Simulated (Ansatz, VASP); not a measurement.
One calculation of Mg3PN, two programs

```xyz
5
Lattice="4.1515 0.0000 0.0000 0.0000 4.1515 0.0000 0.0000 0.0000 4.1515" Properties=species:S:1:pos:R:3 pbc="T T T"
P     0.0000    0.0000    0.0000
N     2.0758    2.0758    2.0758
Mg    2.0758    2.0758    0.0000
Mg    2.0758    0.0000    2.0758
Mg    0.0000    2.0758    2.0758
```

Alike in both runs: task single point; functional PBE0; k mesh 4 × 4 × 4; no spin polarisation.

```csv
,VASP,Ansatz
version,VASP 6.6.1,Ansatz 0.2.0
potentials or method,"VASP PAW PBE potentials, release 64 (P, N, Mg)","plane waves, PAW"
plane-wave cutoff (eV),520,420
occupations,"gaussian, width 0.01 eV",fixed
valence electrons in the cell,16,40
```

```tsv
	VASP	Ansatz	Ansatz less VASP
gap on the k mesh at the Fermi level (eV)	3.21	3.19	-0.012
pressure (GPa)	-0.5	-0.3	+0.30
```

VASP's potentials hold 16 valence electrons a cell and Ansatz's 40, so a difference there can come from the potentials and not from the codes. Ansatz's warnings: stress exchange threshold loose, stress scf threshold loose.
